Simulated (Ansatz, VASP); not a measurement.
## Gd: VASP beside Ansatz

```xyz
1
Lattice="0.0000 2.7855 2.7855 2.7855 0.0000 2.7855 2.7855 2.7855 0.0000" Properties=species:S:1:pos:R:3 pbc="T T T"
Gd    0.0000    0.0000    0.0000
```

Change from the starting cell: volume scaled by 1.25, LAPW.

Alike in both runs: task single point; functional PBE; k mesh 11 × 11 × 11; occupations fermi-dirac, width 0.05 eV; collinear spin.

```csv
,VASP,Ansatz
version,VASP 6.6.1,Ansatz 0.2.0
potentials or method,"VASP PAW PBE potentials, release 64 (Gd), cutoff 520 eV","all-electron LAPW, scalar-relativistic"
```

```csv
,VASP,Ansatz,Ansatz less VASP
pressure (GPa),-4.8,-4.9,-0.11
net moment per atom (μB),7.81,7.79,-0.016
size of the moment on the site where the two differ most (μB),6.97,7.60,+0.635
```

Site moments also hang on the region over which each program counts them. Ansatz ran all-electron here, and VASP with PAW potentials.

Neither program's run includes spin-orbit coupling.
